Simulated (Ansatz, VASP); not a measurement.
**Two plane-wave programs on In**

```xyz
2
Lattice="3.5600 0.0000 0.0000 -1.7800 3.0831 0.0000 0.0000 0.0000 5.7213" Properties=species:S:1:pos:R:3 pbc="T T T"
In    0.0000    2.0554    1.4303
In    1.7800    1.0277    4.2910
```

Alike in both runs: functional BLYP; k mesh 11 × 11 × 6; occupations fermi-dirac, width 0.1 eV; no spin polarisation.

Ansatz relaxed the structure, and its values are those at the end. VASP's run is a single point on that final structure, the one shown.

```csv
,VASP,Ansatz
version,VASP 6.6.1,Ansatz 0.2.0
potentials or method,"VASP PAW PBE potentials, release 64 (In_d), cutoff 520 eV","plane waves (420 eV) with PAW, scalar-relativistic"
valence electrons in the cell,26,26
```

|  | VASP | Ansatz | Ansatz less VASP |
| --- | --- | --- | --- |
| pressure (GPa) | 0.0 | 0.0 | +0.03 |

VASP's potentials were made for PBE, not for BLYP. With one functional, cell and mesh, what is left measures potentials, basis and numerics.
